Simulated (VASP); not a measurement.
Set up this calculation in VASP 6.6.1, as the native input.

```yaml
Task: single point
Functional: PBE
Potentials_or_basis: VASP PAW PBE potentials, release 64 (Co, O)
Cutoff: 520 eV
k_mesh: 8 × 8 × 8
Occupations: gaussian, width 0.05 eV
Spin: collinear spin, ferromagnetic start
Starting_moments: "[2.8, 2.8, 0.32, 0.32] μB"
Hubbard_terms: Co d U = 1.0 eV
Dipole_correction: no
Further_INCAR_settings: ALGO = Normal; EDIFF = 1e-06; NBANDS = 27
```

The structure of CoO lies in POSCAR:

```
CoO
1.0
    0.0000000000      2.1315016600      2.1315016600
    2.1315016600      0.0000000000      2.1315016600
    4.2630033200      4.2630033200      0.0000000000
Co O
2 2
Direct
    0.0000000000      0.0000000000      0.0000000000
    0.0000000000      0.0000000000      0.5000000000
    0.5000000000      0.5000000000      0.2500000000
    0.5000000000      0.5000000000      0.7500000000
```

One way to write it, as run:

INCAR

```
SYSTEM = CoO
PREC = Accurate
ENCUT = 520
EDIFF = 1E-6
ISMEAR = 0
SIGMA = 0.05
LREAL = .FALSE.
LASPH = .TRUE.
NELM = 150
ALGO = Normal
ISIF = 2
LWAVE = .FALSE.
LCHARG = .FALSE.
ISPIN = 2
MAGMOM = 2.8 2.8 0.32 0.32
LORBIT = 11
LMAXMIX = 4
LDAU = .TRUE.
LDAUTYPE = 2
LDAUL = 2 -1
LDAUU = 1 0
LDAUJ = 0 0
LDAUPRINT = 1
GGA = PE
NBANDS = 27
```

KPOINTS

```
regular mesh
0
G
  8 8 8
  0 0 0
```

Potentials or basis: VASP PAW PBE potentials, release 64 (Co, O).

Run with:

```bash
$ cat potpaw_PBE.64/Co/POTCAR potpaw_PBE.64/O/POTCAR > POTCAR
$ mpirun -np 1 vasp_std > vasp.out
```

Results of the run:

```
Pressure                                              : -1.9 GPa
Band gap on the k mesh                                : zero (filled and empty bands overlap)
Net moment                                            : 5.99 μB per cell
Site moments                                          : Co +2.65; O +0.30 μB
Valence electrons inside the program's atomic spheres : Co 7.79; O 4.99
```

Wall time 2.4 min on 1 thread of Intel(R) Xeon(R) Platinum 8259CL CPU @ 2.50GHz (Skylake/Cascade Lake), on a shared host, peak memory 0.25 GiB.
